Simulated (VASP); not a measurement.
Runs of VASP 6.6.1 on ScF3. The structure is that of space group P4/mmm (No. 123), or close to it. The cells are those of the table. 

| cell | gap on the mesh (eV) | pressure (GPa) |
| --- | --- | --- |
| a = 3.852, b = 3.852, c = 4.173 Å, 4 atoms | 6.14 | 3.7 |
| a = 4.333, b = 4.333, c = 3.852 Å, 4 atoms | 5.18 | (b) |
| a = 4.333, b = 4.333, c = 3.691 Å, 4 atoms | 5.25 | -3.0 |
| a = 3.691, b = 3.691, c = 4.012 Å, 4 atoms | 6.76 | 23.5 |
| a = 4.012, b = 4.012, c = 4.333 Å, 4 atoms | 5.52 | -7.5 |
| a = 4.012, b = 4.012, c = 3.691 Å, 4 atoms | 6.32 | (a) |
| a = 3.691, b = 3.691, c = 4.173 Å, 4 atoms | 6.38 | 18.5 |
| a = 4.333, b = 4.333, c = 4.012 Å, 4 atoms | (c) | -11.8 |

Alike in all rows: task single point; level LDA; potentials or basis VASP PAW LDA potentials, release 64 (Sc_sv, F); no spin polarisation; k mesh 6 × 6 × 6; cutoff (eV) 520; smearing gaussian 0.05 eV.

Question: Fill in the values left out.

Answer: (a) 9.4; (b) -8.4; (c) 5.11.

A k mesh can miss the band edges.
